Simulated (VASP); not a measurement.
# CdI2 (P-3m1) in VASP: a series of runs, part 2 of 2

VASP 6.6.1. The steps go on from the part before.

### Step 3. Single point, PBE

File INCAR:

```
PREC = Accurate
ENCUT = 500
EDIFF = 1E-6
ISMEAR = 0
SIGMA = 0.1
LREAL = F
LASPH = T
NELM = 120
ALGO = Normal
ISIF = 2
LWAVE = F
LCHARG = T
GGA = PE
LELF = T
LVHAR = T
NBANDS = 20
GGA_COMPAT = F
```

File KPOINTS:

```
Automatic mesh
0
Gamma
  6 6 2
```

File POSCAR:

```
CdI2
1.0
    4.2910112908      0.0000000000      0.0000000000
   -2.1455056454      3.7161247857      0.0000000000
    0.0000000000      0.0000000000      7.3035834400
Cd I
1 2
Direct
    0.0000000000      0.0000000000      0.0000000000
    0.3333333300      0.6666666700      0.2357908500
    0.6666666700      0.3333333300      0.7642091500
```

Potentials or basis: VASP PAW PBE potentials, release 64 (Cd, I).

Launch:

```console
$ cat potpaw_PBE.64/Cd/POTCAR potpaw_PBE.64/I/POTCAR > POTCAR
$ mpirun -np 1 vasp_std > vasp.out
```

Wall time 16 s (1 thread of Intel Xeon Platinum 8488C (Sapphire Rapids), shared host); peak memory 0.24 GiB.

It converged, with:

- Free energy: -5.5380 eV
- Pressure: 0.7 GPa
- Largest force: 0.055 eV/Å
- Band gap on the k mesh: 2.39 eV (least direct gap 2.54 eV)

Forces on the atoms (eV/Å):
```
Cd   0.000  0.000  0.000
I    0.000  0.000  0.055
I    0.000  0.000 -0.055
```

Stress tensor (GPa, compression positive):
```
0.72 0.00 0.00
0.00 0.72 0.00
0.00 0.00 0.54
```

Levels at points of the mesh, in eV from the valence-band top:
| k point | band 9 | band 10 | band 11 | band 12 | band 13 | band 14 | band 15 | band 16 | band 17 | band 18 |
| --- | --- | --- | --- | --- | --- | --- | --- | --- | --- | --- |
| (0.00, 0.00, 0.00) | -0.28 | -0.26 | -0.26 | -0.07 | -0.07 | 2.47 | 4.53 | 6.32 | 6.32 | 7.86 |
| (0.50, 0.00, 0.00) | -2.65 | -1.68 | -1.34 | -0.52 | -0.14 | 2.59 | 5.06 | 6.17 | 6.67 | 7.31 |
| (0.00, 0.00, 0.50) | -1.25 | -0.32 | -0.32 | 0.00 | 0.00 | 3.34 | 4.52 | 6.21 | 6.21 | 7.81 |
| (0.50, 0.00, 0.50) | -2.88 | -1.25 | -1.22 | -0.43 | -0.29 | 2.39 | 5.05 | 5.95 | 6.57 | 7.16 |

Caveat: the k points lie up to 0.43 Å⁻¹ apart; spin-orbit coupling is left out, which moves the levels of the heavy elements; this functional lacks dispersion, which binds the layers, so the pressure and a relaxed spacing across them are unreliable.

### Step 4. Single point, PBEsol

File INCAR:

```
PREC = Accurate
ENCUT = 500
EDIFF = 1E-6
ISMEAR = 0
SIGMA = 0.1
LREAL = False
LASPH = True
NELM = 120
ALGO = Normal
ISIF = 2
LWAVE = False
LCHARG = False
GGA = PS
NBANDS = 20
GGA_COMPAT = False
```

KPOINTS is that of step 3.

File POSCAR:

```
CdI2
1.0
    4.2910112908      0.0000000000      0.0000000000
   -2.1455056454      3.7161247857      0.0000000000
    0.0000000000      0.0000000000      7.3035834400
Cd I
1 2
Direct
    0.0000000000      0.0000000000      0.0000000000
    0.3333333333      0.6666666667      0.2357908500
    0.6666666667      0.3333333333      0.7642091500
```

Launch:

```console
$ cat potpaw_PBE.64/Cd/POTCAR potpaw_PBE.64/I/POTCAR > POTCAR
$ mpirun -np 1 vasp_std > vasp.out
```

It took 14 s on 1 thread of Intel Xeon Platinum 8488C (Sapphire Rapids), shared host; peak memory 0.24 GiB.

Results (log left out):

```yaml
Free_energy: -6.3540 eV
Pressure: -1.3 GPa
Largest_force: 0.192 eV/Å
Band_gap_on_the_k_mesh: 2.32 eV (least direct gap 2.43 eV)
```

Forces on the atoms (eV/Å):
```
Cd   0.000  0.000  0.000
I    0.000  0.000 -0.192
I    0.000  0.000  0.192
```

Stress tensor (GPa, compression positive):
```
-1.28  0.00  0.00
 0.00 -1.28  0.00
 0.00  0.00 -1.19
```

Levels at points of the mesh, in eV from the valence-band top:
```csv
k point,band 9,band 10,band 11,band 12,band 13,band 14,band 15,band 16,band 17,band 18
"(0.00, 0.00, 0.00)",-0.29,-0.27,-0.27,-0.07,-0.07,2.36,4.40,6.24,6.24,7.76
"(0.50, 0.00, 0.00)",-2.69,-1.70,-1.37,-0.53,-0.14,2.52,4.94,6.06,6.60,7.23
"(0.00, 0.00, 0.50)",-1.28,-0.33,-0.33,0.00,0.00,3.26,4.38,6.13,6.13,7.68
"(0.50, 0.00, 0.50)",-2.93,-1.27,-1.24,-0.43,-0.30,2.32,4.94,5.85,6.47,7.09
```

Caveat: the k points lie up to 0.43 Å⁻¹ apart; the PAW data sets were made with another functional, which shifts forces and pressure a little; spin-orbit coupling is left out, which moves the levels of the heavy elements; this functional lacks dispersion, which binds the layers, so the pressure and a relaxed spacing across them are unreliable.

### Step 5. Single point, PBE+D4

File INCAR:

```
SYSTEM = CdI2
PREC = Accurate
ENCUT = 500
EDIFF = 1E-6
ISMEAR = 0
SIGMA = 0.01
LREAL = .FALSE.
LASPH = .TRUE.
NELM = 120
ALGO = Normal
ISIF = 2
LWAVE = .FALSE.
LCHARG = .FALSE.
GGA = PE
IVDW = 13
NBANDS = 20
GGA_COMPAT = .FALSE.
```

File KPOINTS:

```
Automatic mesh
0
G
  6 6 2
  0 0 0
```

POSCAR is that of step 4.

Launch:

```console
$ cat potpaw_PBE.64/Cd/POTCAR potpaw_PBE.64/I/POTCAR > POTCAR
$ mpirun -np 1 vasp_std > vasp.out
```

It took 14 s on 1 thread of Intel Xeon Platinum 8488C (Sapphire Rapids), shared host; peak memory 0.24 GiB.

Results (log left out):

```
Free energy                : -6.5219 eV
Pressure                   : -0.7 GPa
Largest force              : 0.040 eV/Å
Band gap on the k mesh     : 2.39 eV (least direct gap 2.54 eV)
Dispersion energy per atom : -0.328 eV
```

Forces on the atoms (eV/Å):
```
Cd   0.000  0.000  0.000
I    0.000  0.000  0.040
I    0.000  0.000 -0.040
```

Levels at points of the mesh, in eV from the valence-band top:
| k point | band 9 | band 10 | band 11 | band 12 | band 13 | band 14 | band 15 | band 16 | band 17 | band 18 |
| --- | --- | --- | --- | --- | --- | --- | --- | --- | --- | --- |
| (0.00, 0.00, 0.00) | -0.28 | -0.26 | -0.26 | -0.07 | -0.07 | 2.47 | 4.53 | 6.32 | 6.32 | 7.86 |
| (0.50, 0.00, 0.00) | -2.65 | -1.68 | -1.34 | -0.52 | -0.14 | 2.59 | 5.06 | 6.17 | 6.67 | 7.31 |
| (0.00, 0.00, 0.50) | -1.25 | -0.32 | -0.32 | 0.00 | 0.00 | 3.34 | 4.52 | 6.21 | 6.21 | 7.81 |
| (0.50, 0.00, 0.50) | -2.88 | -1.25 | -1.22 | -0.43 | -0.29 | 2.39 | 5.05 | 5.95 | 6.57 | 7.16 |

Caveat: the k points lie up to 0.43 Å⁻¹ apart; spin-orbit coupling is left out, which moves the levels of the heavy elements.

### Step 6. Single point, LDA

File INCAR:

```
  PREC = Accurate
  ENCUT = 500
  EDIFF = 1E-6
  ISMEAR = 0
  SIGMA = 0.1
  LREAL = False
  LASPH = True
  NELM = 120
  ALGO = Normal
  ISIF = 2
  LWAVE = False
  LCHARG = False
  GGA = CA
  NBANDS = 20
  GGA_COMPAT = False
```

File KPOINTS:

```
Automatic mesh
0
Gamma
  6 6 2
```

POSCAR is that of step 5.

Potentials or basis: VASP PAW LDA potentials, release 64 (Cd, I).

Launch:

```console
$ cat potpaw_LDA.64/Cd/POTCAR potpaw_LDA.64/I/POTCAR > POTCAR
$ mpirun -np 1 vasp_std > vasp.out
```

Run time: 17 s. Hardware: 1 thread of Intel Xeon Platinum 8488C (Sapphire Rapids), shared host; peak memory 0.2 GiB.

The run converged. Its results:

```
Free energy            : -7.0706 eV
Pressure               : -2.5 GPa
Largest force          : 0.326 eV/Å
Band gap on the k mesh : 2.22 eV (least direct gap 2.29 eV)
```

Forces on the atoms (eV/Å):
```
Cd   0.000  0.000  0.000
I    0.000  0.000 -0.326
I    0.000  0.000  0.326
```

Stress tensor (GPa, compression positive):
```
-2.55  0.00  0.00
 0.00 -2.55  0.00
 0.00  0.00 -2.45
```

Levels at points of the mesh, in eV from the valence-band top:
| k point | band 9 | band 10 | band 11 | band 12 | band 13 | band 14 | band 15 | band 16 | band 17 | band 18 |
| --- | --- | --- | --- | --- | --- | --- | --- | --- | --- | --- |
| (0.00, 0.00, 0.00) | -0.29 | -0.27 | -0.27 | -0.07 | -0.07 | 2.22 | 4.32 | 6.18 | 6.18 | 7.64 |
| (0.50, 0.00, 0.00) | -2.70 | -1.72 | -1.37 | -0.55 | -0.14 | 2.43 | 4.86 | 5.99 | 6.54 | 7.17 |
| (0.00, 0.00, 0.50) | -1.31 | -0.33 | -0.33 | 0.00 | 0.00 | 3.16 | 4.29 | 6.06 | 6.06 | 7.52 |
| (0.50, 0.00, 0.50) | -2.94 | -1.27 | -1.24 | -0.44 | -0.30 | 2.22 | 4.84 | 5.77 | 6.45 | 7.03 |

Caveat: the k points lie up to 0.43 Å⁻¹ apart; spin-orbit coupling is left out, which moves the levels of the heavy elements.

### Step 7. Single point, PBE+U

File INCAR:

```
PREC = Accurate ; ENCUT = 500
EDIFF = 1E-6 ; ISMEAR = 0
SIGMA = 0.1 ; LREAL = False
LASPH = True ; NELM = 200
ALGO = Normal ; ISIF = 2
LWAVE = False ; LCHARG = False
LDAU = True ; LDAUTYPE = 1
LDAUL = 2 -1 ; LDAUU = 3.8 0
LDAUJ = 0.62 0 ; LDAUPRINT = 1
GGA = PE ; NBANDS = 20
GGA_COMPAT = False
```

KPOINTS is that of step 6.

POSCAR is that of step 6.

Potentials or basis: VASP PAW PBE potentials, release 64 (Cd, I).

Launch:

```console
$ cat potpaw_PBE.64/Cd/POTCAR potpaw_PBE.64/I/POTCAR > POTCAR
$ mpirun -np 1 vasp_std > vasp.out
```

It took 18 s on 1 thread of Intel Xeon Platinum 8488C (Sapphire Rapids), shared host; peak memory 0.24 GiB.

The run converged. Its results:

```
Free energy            : -5.0364 eV
Pressure               : 0.5 GPa
Largest force          : 0.027 eV/Å
Band gap on the k mesh : 2.48 eV (least direct gap 2.63 eV)
```

Forces in eV/Å, atoms in the order of the input:
```
Cd   0.000  0.000  0.000
I    0.000  0.000  0.027
I    0.000  0.000 -0.027
```

Stress tensor (GPa, compression positive):
```
0.57 0.00 0.00
0.00 0.57 0.00
0.00 0.00 0.42
```

Levels at points of the mesh, in eV from the valence-band top:
```tsv
k point	band 11	band 12	band 13	band 14	band 15	band 16
(0.00, 0.00, 0.00)	-0.21	-0.08	-0.08	2.55	4.61	6.42
(0.50, 0.00, 0.00)	-1.28	-0.52	-0.15	2.67	5.14	6.16
(0.00, 0.00, 0.50)	-0.26	-0.01	-0.01	3.42	4.60	6.31
(0.50, 0.00, 0.50)	-1.16	-0.43	-0.30	2.48	5.12	6.03
```

Eigenvalues of the final occupation matrices:
```csv
site,spin,trace,eigenvalues
site 1 d,1,4.87,0.97 0.97 0.97 0.98 0.98
site 1 d,2,4.87,0.97 0.97 0.97 0.98 0.98
```

Caveat: the k points lie up to 0.43 Å⁻¹ apart; spin-orbit coupling is left out, which moves the levels of the heavy elements; this functional lacks dispersion, which binds the layers, so the pressure and a relaxed spacing across them are unreliable.

### Step 8. Overview

| level | potentials or basis | U | k mesh | smearing | LDAUTYPE | hund's J | gap on the mesh (eV) | pressure (GPa) | largest force (eV/Å) |
| --- | --- | --- | --- | --- | --- | --- | --- | --- | --- |
| PBEsol | VASP PAW PBE potentials, release 64 (Cd, I) | - | 1 × 3 × 1 | gaussian 0.1 eV | - | - | 2.22 | 5.1 | 0.16 |
| PBE | VASP PAW PBE potentials, release 64 (Cd, I) | - | 6 × 6 × 2 | gaussian 0.1 eV | - | - | 2.39 | 0.7 | 0.05 |
| PBEsol | VASP PAW PBE potentials, release 64 (Cd, I) | - | 6 × 6 × 2 | gaussian 0.1 eV | - | - | 2.32 | -1.3 | 0.19 |
| PBE+D4 | VASP PAW PBE potentials, release 64 (Cd, I) | - | 6 × 6 × 2 | gaussian 0.01 eV | - | - | 2.39 | -0.7 | 0.04 |
| LDA | VASP PAW LDA potentials, release 64 (Cd, I) | - | 6 × 6 × 2 | gaussian 0.1 eV | - | - | 2.22 | -2.5 | 0.33 |
| PBE+U | VASP PAW PBE potentials, release 64 (Cd, I) | Cd d U = 3.8 eV, J = 0.62 eV | 6 × 6 × 2 | gaussian 0.1 eV | 1 | 0.62 | 2.48 | 0.5 | 0.03 |

Alike in all rows: task single point; no spin polarisation; cell as given; cutoff (eV) 500.

Caveats: all runs use coarse meshes; spin-orbit coupling is left out, which moves the levels of the heavy elements; this functional lacks dispersion, which binds the layers, so the pressure and a relaxed spacing across them are unreliable (at least some runs); the PAW data sets were made with another functional, which shifts forces and pressure a little (at least some runs); an odd mesh through Γ misses points on the zone boundary, where band edges can lie (at least some runs).

Total energies depend on the potentials used, so only differences within one code and one set of settings carry meaning.
